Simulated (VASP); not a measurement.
CO2, 3 atoms in the cell. The cell holds a molecule in a box, 3 atoms: a = 12.000 Å, b = 12.000 Å, c = 12.000 Å, α = 90.00°, β = 90.00°, γ = 90.00°. 

| Property | Result |
| --- | --- |
| Program | VASP 6.6.1 |
| Task | single point |
| Functional | PBE |
| Potentials or basis | VASP PAW PBE potentials, release 64 (C_h, O_h) |
| Cutoff | 910 eV |
| k mesh | 1 × 1 × 1 |
| Occupations | gaussian, width 0.01 eV |
| Spin | no spin polarisation |
| Dipole correction | no |
| Second run | hard_potentials |
| Further INCAR settings | ALGO = Normal; EDIFF = 1e-06; NBANDS = 15; NELMDL = -8 |

Potentials or basis: VASP PAW PBE potentials, release 64 (C_h, O_h).

Run with:

```console
$ cat potpaw_PBE.64/C_h/POTCAR potpaw_PBE.64/O_h/POTCAR > POTCAR
$ mpirun -np 1 vasp_gam > vasp.out
```

Hardware: 1 thread of Intel(R) Xeon(R) 6975P-C (Granite Rapids) (shared host).

**Question.** How long does it take, and how much memory?

**Answer.** Run time: 3 min on 1 thread of Intel(R) Xeon(R) 6975P-C (Granite Rapids), on a shared host, peak memory 2.3 GiB. Counts: scf iterations 24, k points 1.
